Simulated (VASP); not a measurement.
Write the native input for VASP 6.6.1 that does the following.

| Item | Value |
| --- | --- |
| Task | single point |
| Functional | PBE |
| Potentials or basis | VASP PAW PBE potentials, release 64 (Hf_pv, C) |
| Cutoff | 520 eV |
| k mesh | 6 × 6 × 6 |
| Occupations | gaussian, width 0.2 eV |
| Spin | no spin polarisation |
| Dipole correction | no |
| Further INCAR settings | ALGO = Normal; EDIFF = 1e-06; NBANDS = 30 |

The structure of Hf4C lies in POSCAR:

```
Hf4C
1.0
    1.6187601494      0.9345916066     10.4873096453
   -1.6187601494      0.9345916066     10.4873096453
    0.0000000000     -1.8691832175     10.4873096449
Hf C
4 1
Direct
    0.3743482390      0.3743482390      0.3743482390
    0.7940551667      0.7940551667      0.7940551667
    0.2059448333      0.2059448333      0.2059448333
    0.6256517610      0.6256517610      0.6256517610
    0.0000000000      0.0000000000      0.0000000000
```

One way to write it, as run:

INCAR

```
SYSTEM = Hf4C
PREC = Accurate ; ENCUT = 520
EDIFF = 1E-6 ; ISMEAR = 0
SIGMA = 0.2 ; LREAL = .False.
LASPH = .True. ; NELM = 100
ALGO = Normal ; ISIF = 2
LWAVE = .False. ; LCHARG = .False.
GGA = PE ; NBANDS = 30
```

KPOINTS

```
regular mesh
0
Gamma
  6 6 6
  0 0 0
```

Potentials or basis: VASP PAW PBE potentials, release 64 (Hf_pv, C).

Run with:

```bash
$ cat potpaw_PBE.64/Hf_pv/POTCAR potpaw_PBE.64/C/POTCAR > POTCAR
$ mpirun -np 1 vasp_std > vasp.out
```

It gave:

The pressure is -0.3 GPa, the largest force is 0.077 eV/Å and the band gap on the k mesh is zero (band 22 reaches 6.22 eV, above the bottom of band 23 at 4.59 eV).

Caveat: the k points lie up to 0.37 Å⁻¹ apart; spin-orbit coupling is left out, which moves the levels of the heavy elements.

Wall time 21 min on 1 thread of Intel(R) Xeon(R) Platinum 8488C (Sapphire Rapids), on a shared host, peak memory 0.91 GiB.
